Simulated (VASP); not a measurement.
# TaN (P1) in VASP: single point with PBE

Aim: the single point of TaN with PBE.

Everything below comes from runs of VASP 6.6.1. Logs are shortened: lines on timing, memory, paths and dates and some standing lists are left out, and cuts for length are marked.

### 1 The cell of the first run

The typed cell holds 4 atoms: a = 2.950 Å, b = 4.135 Å, c = 4.135 Å, α = 76.32°, β = 69.10°, γ = 69.10°.

### 2 Single point, PBE (atoms moved at random)

Contents of INCAR:

```
PREC = Accurate
ENCUT = 520
EDIFF = 1E-7
ISMEAR = 0
SIGMA = 0.15
LREAL = F
LASPH = T
NELM = 100
ALGO = Normal
ISIF = 2
LWAVE = F
LCHARG = F
GGA = PE
NBANDS = 24
```

Contents of KPOINTS:

```
regular mesh
0
Gamma
  12 12 12
```

Contents of POSCAR:

```
TaN
1.0
    2.9501846796      0.0000000000      0.0000000000
    1.4750923398     -2.5549348784     -2.8977716012
    1.4750923398      2.5549348784     -2.8977716012
Ta N
2 2
Direct
    0.2758936095      0.4228353260      0.1197850911
    0.7096848358      0.9051013214      0.6276331841
    0.4710985732      0.5289518675      0.4790269932
    0.0433229816     -0.0235551815     -0.0597786018
```

Potentials or basis: VASP PAW PBE potentials, release 64 (Ta_pv, N).

Launch:

```sh
$ cat potpaw_PBE.64/Ta_pv/POTCAR potpaw_PBE.64/N/POTCAR > POTCAR
$ mpirun -np 1 vasp_std > vasp.out
```

OUTCAR:

```text
PREC = Accurate
   ENCUT = 520
   EDIFF = 1E-7
   ISMEAR = 0
   LREAL = F
   LASPH = T
   NELM = 100
   ISIF = 2
   GGA = PE

 ion  position               nearest neighbor table
   1  0.276  0.423  0.120-   3 1.96   4 2.17   3 2.26   4 2.36   3 2.47   4 2.52   2 2.79   2 2.88
                             2 2.91   2 2.93   2 3.01   2 3.12
   2  0.710  0.905  0.628-   4 1.89   4 2.01   3 2.19   3 2.20   3 2.41   4 2.64   1 2.79   1 2.88
                             1 2.91   1 2.93   1 3.01   1 3.12
   3  0.471  0.529  0.479-   1 1.96   2 2.19   2 2.20   1 2.26   2 2.41   1 2.47
   4  0.043  0.976  0.940-   2 1.89   2 2.01   1 2.17   1 2.36   1 2.52   2 2.64

  LATTYP: Found a body centered orthorhombic cell.
 ALAT       =     2.9501846796
 B/A-ratio  =     1.7320508076
 C/A-ratio  =     1.9644679340

  Lattice vectors:

 A1 = (  -1.4750923398,   2.5549348784,   2.8977716012)
 A2 = (   1.4750923398,  -2.5549348784,   2.8977716012)
 A3 = (   1.4750923398,   2.5549348784,  -2.8977716012)

Analysis of symmetry for initial positions (statically):
=====================================================================
 Subroutine PRICEL returns:
 Original cell was already a primitive cell.

 Routine SETGRP: Setting up the symmetry group for a
 body centered orthorhombic supercell.

 Subroutine GETGRP returns: Found  1 space group operations
 (whereof  1 operations were pure point group operations)
 out of a pool of  8 trial point group operations.

The static configuration has the point symmetry C_1 .

Analysis of symmetry for dynamics (positions and initial velocities):
=====================================================================
 Subroutine PRICEL returns:
 Original cell was already a primitive cell.

 Routine SETGRP: Setting up the symmetry group for a
 body centered orthorhombic supercell.

 Subroutine GETGRP returns: Found  1 space group operations
 (whereof  1 operations were pure point group operations)
 out of a pool of  8 trial point group operations.

The dynamic configuration has the point symmetry C_1 .

 Subroutine INISYM returns: Found  1 space group operations
 (whereof  1 operations are pure point group operations),
 and found     1 'primitive' translations

----------------------------------------------------------------------------------------

                                     Primitive cell

  volume of cell :      43.6841

  direct lattice vectors                    reciprocal lattice vectors
     2.950184680  0.000000000  0.000000000     0.338961831  0.000000000  0.172546380
     1.475092340 -2.554934878 -2.897771601     0.000000000 -0.195699704 -0.172546380
     1.475092340  2.554934878 -2.897771601     0.000000000  0.195699704 -0.172546380

  length of vectors
     2.950184680  4.135295624  4.135295624     0.380351648  0.260903483  0.260903483

  position of ions in fractional coordinates (direct lattice)
     0.275893610  0.422835326  0.119785091
     0.709684836  0.905101321  0.627633184
     0.471098573  0.528951867  0.479026993
     0.043322982  0.976444818  0.940221398

  ion indices of the primitive-cell ions
   primitive index   ion index
                 1           1
                 2           2
                 3           3
                 4           4

----------------------------------------------------------------------------------------

 KPOINTS: regular mesh

Automatic generation of k-mesh.
 Grid dimensions read from file:
 generate k-points for:   12   12   12

 Generating k-lattice:

  Cartesian coordinates                     Fractional coordinates (reciprocal lattice)
     0.028246819  0.000000000  0.014378865     0.083333333  0.000000000  0.000000000
     0.000000000 -0.016308309 -0.014378865     0.000000000  0.083333333  0.000000000
     0.000000000  0.016308309 -0.014378865     0.000000000  0.000000000  0.083333333

  Length of vectors
     0.031695971  0.021741957  0.021741957

  Shift w.r.t. Gamma in fractional coordinates (k-lattice)
     0.000000000  0.000000000  0.000000000

 Subroutine IBZKPT returns following result:
 ===========================================

 Found    868 irreducible k-points:

 Following reciprocal coordinates:
            Coordinates               Weight
  0.000000  0.000000  0.000000      1.000000
  0.083333 -0.000000 -0.000000      2.000000
  0.083333  0.083333  0.083333      2.000000
  0.166667 -0.000000 -0.000000      2.000000
  0.166667  0.166667  0.166667      2.000000
  0.250000 -0.000000 -0.000000      2.000000
[... 16 lines left out ...]
  0.250000  0.166667  0.250000      2.000000
 -0.250000  0.000000 -0.083333      2.000000
 [... further k-points ...]
   k-points           NKPTS =    868   k-points in BZ     NKDIM =    868   number of bands    NBANDS=     24
   number of dos      NEDOS =    301   number of ions     NIONS =      4
   total plane-waves  NPLWV =  24576
   dimension x,y,z NGX =    24 NGY =   32 NGZ =   32
   dimension x,y,z NGXF=    48 NGYF=   64 NGZF=   64
   ions per type =               2   2
   NGX,Y,Z   is equivalent  to a cutoff of  13.52, 12.86, 12.86 a.u.
   NGXF,Y,Z  is equivalent  to a cutoff of  27.05, 25.73, 25.73 a.u.
 SYSTEM =  unknown system
   PREC   = accura    normal or accurate (medium, high low for compatibility)
   ISTART =      0    job   : 0-new  1-cont  2-samecut
   ICHARG =      2    charge: 1-file 2-atom 10-const
   ISPIN  =      1    spin polarized calculation?
   LNONCOLLINEAR =      F non collinear calculations
   LSORBIT =      F    spin-orbit coupling
   LASPH  =      T    aspherical Exc in radial PAW
   ENCUT  =  520.0 eV  38.22 Ry    6.18 a.u.   5.49  7.69  7.69*2*pi/ulx,y,z
   NELM   =    100;   NELMIN=  2; NELMDL= -5     # of ELM steps
   EDIFF  = 0.1E-06   stopping-criterion for ELM
   LREAL  =      F    real-space projection
   EDIFFG = 0.1E-05   stopping-criterion for IOM
   NSW    =      0    number of steps for IOM
   IBRION =     -1    ionic relax: 0-MD 1-quasi-New 2-CG
   NFREE  =      0    steps in history (QN), initial steepest desc. (CG)
   ISIF   =      2    stress and relaxation
   ISYM   =      2    0-nonsym 1-usesym 2-fastsym
   POTIM  = 0.5000    time-step for ionic-motion
   TEBEG  =    0.0;   TEEND  =   0.0 temperature during run
   PSTRESS=    0.0 pullay stress
   NELECT =      32.0000    total number of electrons
   NUPDOWN=      -1.0000    fix difference up-down
   EMIN   =  10.00;   EMAX   =-10.00  energy-range for DOS
   EFERMI =   0.00;   METHOD = LEGACY
   ISMEAR =     0;   SIGMA  =   0.15  broadening in eV -4-tet -1-fermi 0-gaus
   EFERMI_NEDOS =   21; number of points for ismear=-14 and -15
   IALGO  =     38    algorithm
   IMIX   =      4    mixing-type and parameters
     AMIX     =   0.40;   BMIX     =  1.00
     AMIX_MAG =   1.60;   BMIX_MAG =  1.00
  volume/ion in A,a.u.               =      10.92        73.70
  Fermi-wavevector in a.u.,A,eV,Ry     =   1.475765  2.788791 29.631873  2.177881
  Thomas-Fermi vector in A             =   2.590374
   LORBIT       =      0    0 simple, 1 ext, 2 COOP (PROOUT), +10 PAW based schemes
   GGA     = PE    functional components
   LHFCALC =     F    Hartree Fock is set to
   AEXX    =    0.0000 exact exchange contribution
   IVDW    =     0    specifies the selected vdW correction
   LEPSILON=     F    determine dielectric tensor
   LRPA    =     F    only Hartree local field effects (RPA)
 non-spin polarized calculation
 Gauss-broadening in eV      SIGMA  =   0.15
  energy-cutoff  :      520.00
  volume of cell :       43.68
 maximum number of plane-waves:      1201
 NGX is ok and might be reduce to    24
   NGX = 11   NGY = 15   NGZ = 15

 number of electron      32.0000001 magnetization

 Free energy of the ion-electron system (eV)
  ---------------------------------------------------
  ext. energy  EPLUGINS =         0.00000000
  ---------------------------------------------------
  free energy    TOTEN  =       -42.77531719 eV

  energy without entropy =      -42.77226347  energy(sigma->0) =      -42.77379033

 E-fermi :   8.3523     XC(G=0): -13.2087

 val. band max:        8.3515440704   @ k =   0.0833  -0.0000  -0.0000
 cond. band min:       8.3626356473   @ k =  -0.1667   0.4167   0.4167
 fundamental gap:      0.0110915769
 Fermi energy:         8.3522668916

 k-point     1 :       0.0000    0.0000    0.0000
  band No.  band energies     occupation
      1     -27.3869      2.00000
      2     -27.2919      2.00000
      3     -26.7261      2.00000
      4     -26.5855      2.00000
      5     -26.4299      2.00000
      6     -26.3472      2.00000
[... 16 lines left out ...]
     23      13.5869      0.00000
     24      14.1691      0.00000

 k-point     2 :       0.0833   -0.0000   -0.0000
  band No.  band energies     occupation
      1     -27.3700      2.00000
      2     -27.2789      2.00000
      3     -26.7405      2.00000
      4     -26.6253      2.00000
      5     -26.4860      2.00000
      6     -26.3559      2.00000
[... 16 lines left out ...]
     23      13.6096      0.00000
     24      14.0727      0.00000

 k-point     3 :       0.0833    0.0833    0.0833
  band No.  band energies     occupation
      1     -27.3710      2.00000
      2     -27.2773      2.00000
      3     -26.7424      2.00000
      4     -26.6217      2.00000
      5     -26.4881      2.00000
      6     -26.3563      2.00000
[... 16 lines left out ...]
     23      13.6774      0.00000
     24      14.1764      0.00000
[... 514 lines left out ...]
 k-point    23 :       0.2500    0.1667    0.2500
  band No.  band energies     occupation
      1     -27.3068      2.00000
      2     -27.1935      2.00000
      3     -26.9445      2.00000
      4     -26.8408      2.00000
      5     -26.6782      2.00000
      6     -26.4307      2.00000
[... 16 lines left out ...]
     23      14.6648      0.00000
     24      15.0456      0.00000

 k-point    24 :      -0.2500    0.0000   -0.0833
  band No.  band energies     occupation
      1     -27.2968      2.00000
      2     -27.2079      2.00000
      3     -26.9331      2.00000
      4     -26.8547      2.00000
      5     -26.6723      2.00000
      6     -26.4287      2.00000
[... 16 lines left out ...]
     23      14.2524      0.00000
     24      14.7629      0.00000

 [... further k-points ...]
[... 5 lines left out ...]
  --------------------------------------------------------------------------------------
  -------------------------------------------------------------------------------------
  Total        8.0303389      4.3556573      8.8973600     -0.5237072     -3.4798937     -0.3481197
  in kB      294.5243919    159.7500866    326.3236577    -19.2077257   -127.6301775    -12.7677978
  external PRESSURE =     260.1993788 kB  Pullay stress =       0.0000000 kB

 VOLUME and BASIS-vectors are now :
 -----------------------------------------------------------------------------
  energy-cutoff  :      520.00
  volume of cell :       43.68
      direct lattice vectors                 reciprocal lattice vectors
     2.950184680  0.000000000  0.000000000     0.338961831  0.000000000  0.172546380
     1.475092340 -2.554934878 -2.897771601     0.000000000 -0.195699704 -0.172546380
     1.475092340  2.554934878 -2.897771601     0.000000000  0.195699704 -0.172546380

 POSITION                                       TOTAL-FORCE (eV/Angst)
 -----------------------------------------------------------------------------------
      1.61435     -0.77427     -1.57239        -3.283392     -1.140559      3.692189
      4.35463     -0.70891     -4.44151         2.538071     -4.240682      4.139705
      2.87669     -0.12755     -2.92089         2.235415      2.632593     -1.355988
      2.95507     -0.09255     -5.55406        -1.490093      2.748648     -6.475906
 -----------------------------------------------------------------------------------
    total drift:                               -0.000017     -0.000039      0.000015

  FREE ENERGIE OF THE ION-ELECTRON SYSTEM (eV)
  ---------------------------------------------------
  free  energy   TOTEN  =       -42.7753171935 eV

  energy  without entropy=      -42.7722634729  energy(sigma->0) =      -42.77379033
```

Run time: 6.1 min. Hardware: 1 thread of Intel Xeon 6975P-C (Granite Rapids), shared host; peak memory 0.79 GiB.

Results:

* Free energy: -42.7753 eV
* Pressure: 26.0 GPa
* Largest force: 7.191 eV/Å
* Band gap on the k mesh: zero (bands 16 and 17 overlap by 0.21 eV)

Forces in eV/Å, atoms in the order of the input:
```
Ta  -3.283 -1.141  3.692
Ta   2.538 -4.241  4.140
N    2.235  2.633 -1.356
N   -1.490  2.749 -6.476
```

Levels at points of the mesh, in eV from the Fermi level:
```
           k point  band 13  band 14  band 15  band 16  band 17  band 18  band 19  band 20
(0.00, 0.00, 0.00)    -5.03    -4.69    -1.90     0.20     1.08     2.08     3.26     3.82
(0.50, 0.00, 0.00)    -4.78    -4.54    -1.83    -1.11     0.57     1.62     3.26     3.61
(0.50, 0.50, 0.50)    -4.96    -4.63    -2.01    -0.88     0.82     1.66     3.49     3.89
(0.00, 0.50, 0.00)    -5.57    -4.75    -1.63    -1.09     0.88     1.31     2.15     2.35
(0.00, 0.00, 0.50)    -5.23    -4.82    -1.35    -0.47     0.65     0.86     1.76     2.24
(0.50, 0.50, 0.00)    -5.20    -4.84    -2.10    -0.76     2.57     2.77     3.70     3.89
(0.50, 0.00, 0.50)    -5.29    -4.57    -2.47    -0.75     2.62     2.85     3.33     4.34
(0.00, 0.50, 0.50)    -4.30    -3.70    -2.50    -0.31     0.07     1.43     2.18     2.67
```

Caveat: the cell differs from its parent crystal (atoms moved at random); the cell stands under pressure; spin-orbit coupling is left out, which moves the levels of the heavy elements; forces of over 1 eV/Å act on the atoms, so gaps and moduli don't describe the material at rest.
